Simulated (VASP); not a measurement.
# ZnSe (F-43m) in VASP: notebook

The runs below take ZnSe through single point, with LDA.

Program: VASP 6.6.1. These are calculated values, not measurements. Logs are shortened: lines on timing, memory, paths and dates and some standing lists are left out, and cuts for length are marked.

## Step 1: The cell of the first run

It takes space group F-43m (No. 216, cubic). Conventional cell: a = 5.530 Å, b = 5.530 Å, c = 5.530 Å, α = 90.00°, β = 90.00°, γ = 90.00°. Zn (site symmetry -43m) has 4 Se at 2.39 Å within 3.2 Å. Se (site symmetry -43m) has 4 Zn at 2.39 Å within 3.2 Å.

## Step 2: Single point, LDA (21.14 Å³/atom)

File INCAR:

```
SYSTEM = ZnSe
PREC = Accurate
ENCUT = 520
EDIFF = 1E-7
ISMEAR = 0
SIGMA = 0.01
LREAL = .False.
LASPH = .True.
NELM = 80
ALGO = Normal
ISIF = 2
LWAVE = .False.
LCHARG = .False.
NBANDS = 16
```

File KPOINTS:

```
Automatic mesh
0
Gamma
  8 8 8
  0 0 0
```

File POSCAR:

```
ZnSe
1.0
    0.0000000000      2.7650844354      2.7650844354
    2.7650844354      0.0000000000      2.7650844354
    2.7650844354      2.7650844354      0.0000000000
Zn Se
1 1
Direct
    0.0000000000      0.0000000000      0.0000000000
    0.7500000000      0.7500000000      0.7500000000
```

Potentials or basis: VASP PAW LDA potentials, release 64 (Zn, Se).

Run with:

```console
> cat potpaw_LDA.64/Zn/POTCAR potpaw_LDA.64/Se/POTCAR > POTCAR
> mpirun -np 1 vasp_std > vasp.out
```

OUTCAR:

```text
SYSTEM = ZnSe
   PREC = Accurate
   ENCUT = 520
   EDIFF = 1E-7
   ISMEAR = 0
   LREAL = .False.
   LASPH = .True.
   NELM = 80
   ISIF = 2

 ion  position               nearest neighbor table
   1  0.000  0.000  0.000-   2 2.39   2 2.39   2 2.39   2 2.39
   2  0.750  0.750  0.750-   1 2.39   1 2.39   1 2.39   1 2.39

  LATTYP: Found a face centered cubic cell.
 ALAT       =     5.5301688708

  Lattice vectors:

 A1 = (   0.0000000000,   2.7650844354,   2.7650844354)
 A2 = (   2.7650844354,   0.0000000000,   2.7650844354)
 A3 = (   2.7650844354,   2.7650844354,   0.0000000000)

Analysis of symmetry for initial positions (statically):
=====================================================================
 Subroutine PRICEL returns:
 Original cell was already a primitive cell.

 Routine SETGRP: Setting up the symmetry group for a
 face centered cubic supercell.

 Subroutine GETGRP returns: Found 24 space group operations
 (whereof 24 operations were pure point group operations)
 out of a pool of 48 trial point group operations.

The static configuration has the point symmetry T_d .

Analysis of symmetry for dynamics (positions and initial velocities):
=====================================================================
 Subroutine PRICEL returns:
 Original cell was already a primitive cell.

 Routine SETGRP: Setting up the symmetry group for a
 face centered cubic supercell.

 Subroutine GETGRP returns: Found 24 space group operations
 (whereof 24 operations were pure point group operations)
 out of a pool of 48 trial point group operations.

The dynamic configuration has the point symmetry T_d .

 Subroutine INISYM returns: Found 24 space group operations
 (whereof 24 operations are pure point group operations),
 and found     1 'primitive' translations

----------------------------------------------------------------------------------------

                                     Primitive cell

  volume of cell :      42.2820

  direct lattice vectors                    reciprocal lattice vectors
     0.000000000  2.765084435  2.765084435    -0.180826304  0.180826304  0.180826304
     2.765084435  0.000000000  2.765084435     0.180826304 -0.180826304  0.180826304
     2.765084435  2.765084435  0.000000000     0.180826304  0.180826304 -0.180826304

  length of vectors
     3.910419910  3.910419910  3.910419910     0.313200347  0.313200347  0.313200347

  position of ions in fractional coordinates (direct lattice)
[... 74 lines left out ...]
   LNONCOLLINEAR =      F non collinear calculations
   LSORBIT =      F    spin-orbit coupling
   LASPH  =      T    aspherical Exc in radial PAW
   ENCUT  =  520.0 eV  38.22 Ry    6.18 a.u.   7.27  7.27  7.27*2*pi/ulx,y,z
   NELM   =     80;   NELMIN=  2; NELMDL= -5     # of ELM steps
   EDIFF  = 0.1E-06   stopping-criterion for ELM
   LREAL  =      F    real-space projection
   EDIFFG = 0.1E-05   stopping-criterion for IOM
   NSW    =      0    number of steps for IOM
   IBRION =     -1    ionic relax: 0-MD 1-quasi-New 2-CG
   NFREE  =      0    steps in history (QN), initial steepest desc. (CG)
   ISIF   =      2    stress and relaxation
   ISYM   =      2    0-nonsym 1-usesym 2-fastsym
   POTIM  = 0.5000    time-step for ionic-motion
   TEBEG  =    0.0;   TEEND  =   0.0 temperature during run
   PSTRESS=    0.0 pullay stress
   NELECT =      18.0000    total number of electrons
   NUPDOWN=      -1.0000    fix difference up-down
   EMIN   =  10.00;   EMAX   =-10.00  energy-range for DOS
   EFERMI =   0.00;   METHOD = LEGACY
   ISMEAR =     0;   SIGMA  =   0.01  broadening in eV -4-tet -1-fermi 0-gaus
   EFERMI_NEDOS =   21; number of points for ismear=-14 and -15
   IALGO  =     38    algorithm
   IMIX   =      4    mixing-type and parameters
     AMIX     =   0.40;   BMIX     =  1.00
     AMIX_MAG =   1.60;   BMIX_MAG =  1.00
  volume/ion in A,a.u.               =      21.14       142.67
  Fermi-wavevector in a.u.,A,eV,Ry     =   1.231536  2.327266 20.635712  1.516682
  Thomas-Fermi vector in A             =   2.366342
   LORBIT       =      0    0 simple, 1 ext, 2 COOP (PROOUT), +10 PAW based schemes
   GGA     = CA    functional components
   LHFCALC =     F    Hartree Fock is set to
   AEXX    =    0.0000 exact exchange contribution
   IVDW    =     0    specifies the selected vdW correction
   LEPSILON=     F    determine dielectric tensor
   LRPA    =     F    only Hartree local field effects (RPA)
 non-spin polarized calculation
 Gauss-broadening in eV      SIGMA  =   0.01
  energy-cutoff  :      520.00
  volume of cell :       42.28
 maximum number of plane-waves:      1158
 NGX is ok and might be reduce to    30
   NGX = 15   NGY = 15   NGZ = 15

 number of electron      17.9999990 magnetization

 Free energy of the ion-electron system (eV)
  ---------------------------------------------------
  ext. energy  EPLUGINS =         0.00000000
  ---------------------------------------------------
  free energy    TOTEN  =        -7.36561065 eV

  energy without entropy =       -7.36561065  energy(sigma->0) =       -7.36561065

 E-fermi :   2.3121     XC(G=0): -10.0295

 val. band max:        2.1835892405   @ k =   0.0000   0.0000   0.0000
 cond. band min:       3.5595157210   @ k =   0.0000   0.0000   0.0000
 fundamental gap:      1.3759264805
 Fermi energy:         2.3120935891

 k-point     1 :       0.0000    0.0000    0.0000
  band No.  band energies     occupation
      1     -11.6064      2.00000
      2      -4.7894      2.00000
      3      -4.7894      2.00000
      4      -4.7894      2.00000
      5      -4.3611      2.00000
      6      -4.3611      2.00000
[... 433 lines left out ...]
      3      -4.6288      2.00000
      4      -4.4063      2.00000
      5      -4.3541      2.00000
      6      -4.1116      2.00000
[... 8 lines left out ...]
     15      15.0530      0.00000
     16      15.9643      0.00000

 [... further k-points ...]
[... 5 lines left out ...]
  --------------------------------------------------------------------------------------
  -------------------------------------------------------------------------------------
  Total        0.5060717      0.5060717      0.5060717      0.0000000      0.0000000     -0.0000000
  in kB       19.1764150     19.1764150     19.1764150      0.0000000      0.0000000     -0.0000000
  external PRESSURE =      19.1764150 kB  Pullay stress =       0.0000000 kB

 VOLUME and BASIS-vectors are now :
 -----------------------------------------------------------------------------
  energy-cutoff  :      520.00
  volume of cell :       42.28
      direct lattice vectors                 reciprocal lattice vectors
     0.000000000  2.765084435  2.765084435    -0.180826304  0.180826304  0.180826304
     2.765084435  0.000000000  2.765084435     0.180826304 -0.180826304  0.180826304
     2.765084435  2.765084435  0.000000000     0.180826304  0.180826304 -0.180826304

 POSITION                                       TOTAL-FORCE (eV/Angst)
 -----------------------------------------------------------------------------------
      0.00000      0.00000      0.00000        -0.000000     -0.000000     -0.000000
      4.14763      4.14763      4.14763         0.000000      0.000000      0.000000
 -----------------------------------------------------------------------------------
    total drift:                                0.000000      0.000000      0.000000

  FREE ENERGIE OF THE ION-ELECTRON SYSTEM (eV)
  ---------------------------------------------------
  free  energy   TOTEN  =        -7.3656106491 eV

  energy  without entropy=       -7.3656106491  energy(sigma->0) =       -7.36561065
```

OSZICAR:

```text
N       E                     dE             d eps       ncg     rms          rms(c)
DAV:   1     0.902949595041E+02    0.90295E+02   -0.89603E+03   928   0.132E+03
DAV:   2    -0.174994933560E+01   -0.92045E+02   -0.86233E+02   992   0.266E+02
DAV:   3    -0.763367925705E+01   -0.58837E+01   -0.58594E+01  1168   0.652E+01
DAV:   4    -0.768081599167E+01   -0.47137E-01   -0.47133E-01  1088   0.601E+00
DAV:   5    -0.768103982513E+01   -0.22383E-03   -0.22383E-03  1176   0.391E-01    0.551E+00
DAV:   6    -0.739842775303E+01    0.28261E+00   -0.56034E-01  1344   0.260E+01    0.413E+00
DAV:   7    -0.737079626131E+01    0.27631E-01   -0.16082E-01  1128   0.393E+00    0.171E+00
DAV:   8    -0.736617070617E+01    0.46256E-02   -0.36020E-03  1424   0.867E-01    0.431E-01
DAV:   9    -0.736560203843E+01    0.56867E-03   -0.96679E-04  1072   0.262E-01    0.575E-02
DAV:  10    -0.736562102912E+01   -0.18991E-04   -0.14436E-04  1344   0.134E-01    0.202E-02
DAV:  11    -0.736561067928E+01    0.10350E-04   -0.19790E-05  1400   0.695E-02    0.591E-03
DAV:  12    -0.736561062913E+01    0.50150E-07   -0.32769E-06  1064   0.139E-02    0.142E-03
DAV:  13    -0.736561064909E+01   -0.19960E-07   -0.15267E-07   912   0.285E-03
   1 F= -.73656106E+01 E0= -.73656106E+01  d E =-.634604E-76
```

stdout:

```text
POSCAR found type information on POSCAR ZnSe
 POSCAR found :  2 types and       2 ions
 scaLAPACK will be used
 LDA part: xc-table for (Slater(with rela. corr.)+CA(PZ))
 , standard interpolation
 POSCAR, INCAR and KPOINTS ok, starting setup
 FFT: planning ... GRIDC
 FFT: planning ... GRID_SOFT
 FFT: planning ... GRID
 WAVECAR not read
 entering main loop
```

It took 15 s on 1 thread of AMD EPYC 9R45 (Zen 5), shared host; peak memory 0.13 GiB.

Results:

* Free energy: -7.3656 eV
* Pressure: 1.9 GPa
* Band gap on the k mesh: 1.38 eV

Levels at points of the mesh, in eV from the valence-band top:
```tsv
k point	band 6	band 7	band 8	band 9	band 10	band 11	band 12	band 13
(0.00, 0.00, 0.00)	-6.54	0.00	0.00	0.00	1.38	5.67	5.67	5.67
(0.50, 0.00, 0.00)	-6.36	-5.78	-0.99	-0.99	2.50	6.27	6.27	8.53
(0.50, 0.50, 0.00)	-6.34	-5.16	-2.48	-2.48	2.64	3.31	11.09	11.60
```

(Continued in part 2 of 2.)
